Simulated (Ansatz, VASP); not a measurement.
CdS in VASP and in Ansatz

```xyz
2
Lattice="0.0000 2.6987 2.6987 2.6987 0.0000 2.6987 2.6987 2.6987 0.0000" Properties=species:S:1:pos:R:3 pbc="T T T"
Cd    0.0000    0.0000    0.0000
S     2.6987    2.6987    2.6987
```

Alike in both runs: functional PBEsol; k mesh 12 × 12 × 12; occupations gaussian, width 0.01 eV; no spin polarisation.

Ansatz relaxed the structure, and its values are those at the end. VASP's run is a single point on that final structure, the one shown.

|  | VASP | Ansatz |
| --- | --- | --- |
| version | VASP 6.6.1 | Ansatz 0.2.0 |
| potentials or method | VASP PAW PBE potentials, release 64 (Cd, S), cutoff 500 eV | scalar-relativistic, plane waves, PAW |
| valence electrons in the cell | 18 | 26 |

Ansatz gave:

```
gap on the k mesh at the Fermi level (eV) : 0.12
least direct gap on the mesh (eV)         : 1.84
pressure (GPa)                            : 0.0
```

Problem. What did VASP give for the same quantities?

Solution. gap on the k mesh at the Fermi level (eV): 0.12; least direct gap on the mesh (eV): 1.82; pressure (GPa): 0.5.

VASP's potentials were made for PBE, not for PBEsol, and Ansatz warns of the same on its side. VASP's potentials hold 18 valence electrons a cell and Ansatz's 26, so a difference there can come from the potentials and not from the codes.
